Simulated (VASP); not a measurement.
# ZnCu (P1) in VASP: single point with PBE

Aim: the single point of ZnCu with PBE.

Program: VASP 6.6.1. These are calculated values, not measurements. Logs are shortened: lines on timing, memory, paths and dates and some standing lists are left out, and cuts for length are marked.

**1. The cell of the first run**

The typed cell holds 2 atoms: a = 3.030 Å, b = 3.138 Å, c = 2.979 Å, α = 91.36°, β = 89.23°, γ = 89.22°.

**2. Single point, PBE (atoms moved at random and the cell strained at random)**

File INCAR:

```
PREC = Accurate
ENCUT = 520
EDIFF = 1E-6
ISMEAR = 0
SIGMA = 0.1
LREAL = F
LASPH = T
NELM = 100
ALGO = Fast
ISIF = 2
LWAVE = F
LCHARG = F
GGA = PE
NBANDS = 18
```

File KPOINTS:

```
Automatic mesh
0
Gamma
  12 12 12
```

File POSCAR:

```
ZnCu
1.0
    3.0303461000      0.0210567500      0.0203794000
    0.0210567500      3.1372201500     -0.0364591000
    0.0203794000     -0.0364591000      2.9790147500
Zn Cu
1 1
Direct
    0.5291103565      0.5055585739      0.4204516129
   -0.0291103565     -0.0055585739      0.0795483871
```

Potentials or basis: VASP PAW PBE potentials, release 64 (Zn, Cu).

Command:

```
$ cat potpaw_PBE.64/Zn/POTCAR potpaw_PBE.64/Cu/POTCAR > POTCAR
$ mpirun -np 1 vasp_std > vasp.out
```

OUTCAR:

```text
PREC = Accurate
   ENCUT = 520
   EDIFF = 1E-6
   ISMEAR = 0
   LREAL = F
   LASPH = T
   NELM = 100
   ISIF = 2
   GGA = PE

 ion  position               nearest neighbor table
   1  0.529  0.506  0.420-   2 2.29   2 2.30   2 2.51   2 2.55   2 2.83   2 2.90
   2  0.971  0.994  0.080-   1 2.29   1 2.30   1 2.51   1 2.55   1 2.83   1 2.90

  LATTYP: Found a triclinic cell.
 ALAT       =     4.3915863747
 B/A-ratio  =     0.6900667601
 C/A-ratio  =     0.9968656751
 COS(alpha) =     0.0005597697
 COS(beta)  =     0.5239847897
 COS(gamma) =     0.6997691640

  Lattice vectors:

 A1 = (   3.0514028500,   3.1582769000,  -0.0160797000)
 A2 = (   3.0303461000,   0.0210567500,   0.0203794000)
 A3 = (   0.0006773500,   3.1736792500,  -3.0154738500)

Analysis of symmetry for initial positions (statically):
=====================================================================
 Subroutine PRICEL returns:
 Original cell was already a primitive cell.

 Routine SETGRP: Setting up the symmetry group for a
 triclinic supercell.

 Subroutine GETGRP returns: Found  1 space group operations
 (whereof  1 operations were pure point group operations)
 out of a pool of  2 trial point group operations.

The static configuration has the point symmetry C_1 .

Analysis of symmetry for dynamics (positions and initial velocities):
=====================================================================
 Subroutine PRICEL returns:
 Original cell was already a primitive cell.

 Routine SETGRP: Setting up the symmetry group for a
 triclinic supercell.

 Subroutine GETGRP returns: Found  1 space group operations
 (whereof  1 operations were pure point group operations)
 out of a pool of  2 trial point group operations.

The dynamic configuration has the point symmetry C_1 .

 Subroutine INISYM returns: Found  1 space group operations
 (whereof  1 operations are pure point group operations),
 and found     1 'primitive' translations

----------------------------------------------------------------------------------------

                                     Primitive cell

  volume of cell :      28.3144

  direct lattice vectors                    reciprocal lattice vectors
     3.030346100  0.021056750  0.020379400     0.330026254 -0.002241664 -0.002285140
     0.021056750  3.137220150 -0.036459100    -0.002241664  0.318814100  0.003917187
     0.020379400 -0.036459100  2.979014750    -0.002285140  0.003917187  0.335745027

  length of vectors
     3.030487781  3.137502657  2.979307548     0.330041778  0.318846044  0.335775653

  position of ions in fractional coordinates (direct lattice)
     0.529110356  0.505558574  0.420451613
     0.970889644  0.994441426  0.079548387

  ion indices of the primitive-cell ions
   primitive index   ion index
                 1           1
                 2           2

----------------------------------------------------------------------------------------

 KPOINTS: Automatic mesh

Automatic generation of k-mesh.
 Grid dimensions read from file:
 generate k-points for:   12   12   12

 Generating k-lattice:

  Cartesian coordinates                     Fractional coordinates (reciprocal lattice)
     0.027502188 -0.000186805 -0.000190428     0.083333333 -0.000000000 -0.000000000
    -0.000186805  0.026567842  0.000326432     0.000000000  0.083333333  0.000000000
    -0.000190428  0.000326432  0.027978752    -0.000000000  0.000000000  0.083333333

  Length of vectors
     0.027503482  0.026570504  0.027981304

  Shift w.r.t. Gamma in fractional coordinates (k-lattice)
     0.000000000  0.000000000  0.000000000

 Subroutine IBZKPT returns following result:
 ===========================================

 Found    868 irreducible k-points:

 Following reciprocal coordinates:
            Coordinates               Weight
  0.000000  0.000000  0.000000      1.000000
  0.083333 -0.000000  0.000000      2.000000
  0.166667 -0.000000  0.000000      2.000000
  0.250000 -0.000000  0.000000      2.000000
  0.333333 -0.000000  0.000000      2.000000
  0.416667  0.000000  0.000000      2.000000
[... 16 lines left out ...]
  0.250000  0.166667  0.000000      2.000000
  0.333333  0.166667  0.000000      2.000000
 [... further k-points ...]
   k-points           NKPTS =    868   k-points in BZ     NKDIM =    868   number of bands    NBANDS=     18
   number of dos      NEDOS =    301   number of ions     NIONS =      2
   total plane-waves  NPLWV =  13824
   dimension x,y,z NGX =    24 NGY =   24 NGZ =   24
   dimension x,y,z NGXF=    48 NGYF=   48 NGZF=   48
   ions per type =               1   1
   NGX,Y,Z   is equivalent  to a cutoff of  13.17, 12.72, 13.39 a.u.
   NGXF,Y,Z  is equivalent  to a cutoff of  26.33, 25.43, 26.78 a.u.
 SYSTEM =  unknown system
   PREC   = accura    normal or accurate (medium, high low for compatibility)
   ISTART =      0    job   : 0-new  1-cont  2-samecut
   ICHARG =      2    charge: 1-file 2-atom 10-const
   ISPIN  =      1    spin polarized calculation?
   LNONCOLLINEAR =      F non collinear calculations
   LSORBIT =      F    spin-orbit coupling
   LASPH  =      T    aspherical Exc in radial PAW
   ENCUT  =  520.0 eV  38.22 Ry    6.18 a.u.   5.63  5.83  5.54*2*pi/ulx,y,z
   NELM   =    100;   NELMIN=  2; NELMDL= -5     # of ELM steps
   EDIFF  = 0.1E-05   stopping-criterion for ELM
   LREAL  =      F    real-space projection
   EDIFFG = 0.1E-04   stopping-criterion for IOM
   NSW    =      0    number of steps for IOM
   IBRION =     -1    ionic relax: 0-MD 1-quasi-New 2-CG
   NFREE  =      0    steps in history (QN), initial steepest desc. (CG)
   ISIF   =      2    stress and relaxation
   ISYM   =      2    0-nonsym 1-usesym 2-fastsym
   POTIM  = 0.5000    time-step for ionic-motion
   TEBEG  =    0.0;   TEEND  =   0.0 temperature during run
   PSTRESS=    0.0 pullay stress
   NELECT =      23.0000    total number of electrons
   NUPDOWN=      -1.0000    fix difference up-down
   EMIN   =  10.00;   EMAX   =-10.00  energy-range for DOS
   EFERMI =   0.00;   METHOD = LEGACY
   ISMEAR =     0;   SIGMA  =   0.10  broadening in eV -4-tet -1-fermi 0-gaus
   EFERMI_NEDOS =   21; number of points for ismear=-14 and -15
   IALGO  =     68    algorithm
   IMIX   =      4    mixing-type and parameters
     AMIX     =   0.40;   BMIX     =  1.00
     AMIX_MAG =   1.60;   BMIX_MAG =  1.00
  volume/ion in A,a.u.               =      14.16        95.54
  Fermi-wavevector in a.u.,A,eV,Ry     =   1.527502  2.886559 31.745941  2.333261
  Thomas-Fermi vector in A             =   2.635389
   LORBIT       =      0    0 simple, 1 ext, 2 COOP (PROOUT), +10 PAW based schemes
   GGA     = PE    functional components
   LHFCALC =     F    Hartree Fock is set to
   AEXX    =    0.0000 exact exchange contribution
   IVDW    =     0    specifies the selected vdW correction
   LEPSILON=     F    determine dielectric tensor
   LRPA    =     F    only Hartree local field effects (RPA)
 non-spin polarized calculation
 RMM-DIIS sequential band-by-band and
 Gauss-broadening in eV      SIGMA  =   0.10
  energy-cutoff  :      520.00
  volume of cell :       28.31
 maximum number of plane-waves:       782
   NGX = 11   NGY = 11   NGZ = 11

 number of electron      23.0000002 magnetization

 Free energy of the ion-electron system (eV)
  ---------------------------------------------------
  ext. energy  EPLUGINS =         0.00000000
  ---------------------------------------------------
  free energy    TOTEN  =        -4.54222459 eV

  energy without entropy =       -4.53994124  energy(sigma->0) =       -4.54108291

 E-fermi :   4.5886     XC(G=0): -11.7779

 val. band max:        4.5781442097   @ k =   0.0833  -0.0833   0.3333
 cond. band min:       4.5914855043   @ k =  -0.1667  -0.4167   0.4167
 fundamental gap:      0.0133412946
 Fermi energy:         4.5885765354

 k-point     1 :       0.0000    0.0000    0.0000
  band No.  band energies     occupation
      1      -4.9874      2.00000
      2      -3.1013      2.00000
      3      -3.0009      2.00000
      4      -2.6450      2.00000
      5      -2.4358      2.00000
      6      -2.4276      2.00000
[... 10 lines left out ...]
     17      15.3171      0.00000
     18      26.1085      0.00000

 k-point     2 :       0.0833   -0.0000    0.0000
  band No.  band energies     occupation
      1      -4.8690      2.00000
      2      -3.0801      2.00000
      3      -2.9926      2.00000
      4      -2.6529      2.00000
      5      -2.4436      2.00000
      6      -2.4366      2.00000
[... 10 lines left out ...]
     17      16.6813      0.00000
     18      24.6927      0.00000

 k-point     3 :       0.1667   -0.0000    0.0000
  band No.  band energies     occupation
      1      -4.5198      2.00000
      2      -3.0301      2.00000
      3      -2.9574      2.00000
      4      -2.6749      2.00000
      5      -2.4785      2.00000
      6      -2.4463      2.00000
[... 10 lines left out ...]
     17      19.2747      0.00000
     18      22.5978      0.00000

 k-point     4 :       0.2500   -0.0000    0.0000
  band No.  band energies     occupation
      1      -3.9698      2.00000
      2      -2.9909      2.00000
      3      -2.8559      2.00000
      4      -2.7054      2.00000
      5      -2.5223      2.00000
      6      -2.4575      2.00000
[... 375 lines left out ...]
      4      -2.6843      2.00000
      5      -2.4909      2.00000
      6      -2.4724      2.00000
[... 10 lines left out ...]
     17      18.4978      0.00000
     18      19.8697      0.00000

 k-point    23 :       0.2500    0.1667    0.0000
  band No.  band energies     occupation
      1      -3.6226      2.00000
      2      -2.9318      2.00000
      3      -2.8299      2.00000
      4      -2.6753      2.00000
      5      -2.5111      2.00000
      6      -2.4836      2.00000
[... 10 lines left out ...]
     17      18.7584      0.00000
     18      22.4045      0.00000

 k-point    24 :       0.3333    0.1667    0.0000
  band No.  band energies     occupation
      1      -3.1735      2.00000
      2      -2.9127      2.00000
      3      -2.7921      2.00000
      4      -2.6161      2.00000
      5      -2.5063      2.00000
      6      -2.2437      2.00000
[... 10 lines left out ...]
     17      19.3364      0.00000
     18      21.2142      0.00000

 [... further k-points ...]

------------------------ aborting loop because EDIFF is reached ----------------------------------------

  FORCE on cell =-STRESS in cart. coord.  units (eV):
  Direction    XX          YY          ZZ          XY          YZ          ZX
  --------------------------------------------------------------------------------------
  -------------------------------------------------------------------------------------
  Total        0.5804771      1.1067653     -0.6045141     -0.2289169      0.0970349     -1.0767350
  in kB       32.8464407     62.6265841    -34.2065756    -12.9533188      5.4907443    -60.9273117
  external PRESSURE =      20.4221497 kB  Pullay stress =       0.0000000 kB

 VOLUME and BASIS-vectors are now :
 -----------------------------------------------------------------------------
  energy-cutoff  :      520.00
  volume of cell :       28.31
      direct lattice vectors                 reciprocal lattice vectors
     3.030346100  0.021056750  0.020379400     0.330026254 -0.002241664 -0.002285140
     0.021056750  3.137220150 -0.036459100    -0.002241664  0.318814100  0.003917187
     0.020379400 -0.036459100  2.979014750    -0.002285140  0.003917187  0.335745027

 POSITION                                       TOTAL-FORCE (eV/Angst)
 -----------------------------------------------------------------------------------
      1.62260      1.58186      1.24488        -1.120181     -0.003125      1.488507
      2.96469      3.13733      0.22051         1.120181      0.003125     -1.488507
 -----------------------------------------------------------------------------------
    total drift:                                0.002902      0.001697     -0.006438

  FREE ENERGIE OF THE ION-ELECTRON SYSTEM (eV)
  ---------------------------------------------------
  free  energy   TOTEN  =        -4.5422245862 eV

  energy  without entropy=       -4.5399412412  energy(sigma->0) =       -4.54108291
```

Wall time 2 min (1 thread of Intel Xeon 6975P-C (Granite Rapids), shared host); peak memory 0.51 GiB.

Results:

```yaml
Free_energy: -4.5422 eV
Pressure: 2.0 GPa
Largest_force: 1.863 eV/Å
Band_gap_on_the_k_mesh: zero (an odd number of electrons rules out a gap without spin polarisation)
```

Forces on the atoms (eV/Å):
```
Zn  -1.120 -0.003  1.489
Cu   1.120  0.003 -1.489
```

Stress tensor (GPa, compression positive):
```
 3.28 -1.30 -6.09
-1.30  6.26  0.55
-6.09  0.55 -3.42
```

Caveat: the cell differs from its parent crystal (atoms moved at random and the cell strained at random); the stress differs along the axes, from -3 to 6 GPa; forces of over 1 eV/Å act on the atoms, so gaps and moduli don't describe the material at rest.
